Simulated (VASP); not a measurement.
# AlN: vibrations by perturbation theory with PBEsol

The system is AlN.

```
Al N
1.0
     3.11382    0.00000    0.00000
    -1.55691    2.69665    0.00000
     0.00000    0.00000    4.98359
Al N
2 2
Direct
  0.33333 0.66667 0.00151
  0.66667 0.33333 0.50151
  0.33333 0.66667 0.38349
  0.66667 0.33333 0.88349
```

- Program: VASP 6.6.1
- Task: vibrations by perturbation theory
- Functional: PBEsol
- Potentials or basis: VASP PAW PBE potentials, release 64 (Al, N)
- Cutoff: 520 eV
- k mesh: 8 × 8 × 6
- Occupations: gaussian, width 0.05 eV
- Spin: no spin polarisation
- Dipole correction: no
- Further INCAR settings: ALGO = Normal; EDIFF = 1e-08; NBANDS = 16; IBRION = 8; NSW = 1

```json
{
 "Highest phonon frequency at Γ, LO-TO splitting left out": "716 cm⁻¹"
}
```

Phonon frequencies in cm⁻¹ (negative: imaginary):
```
              q point                                frequencies
(0.000, 0.000, 0.000)  0 0 0 235 235 542 608 655 655 665 665 716
```

It took 2.7 min on 1 thread of Intel(R) Xeon(R) 6975P-C (Granite Rapids), on a shared host, peak memory 0.41 GiB.
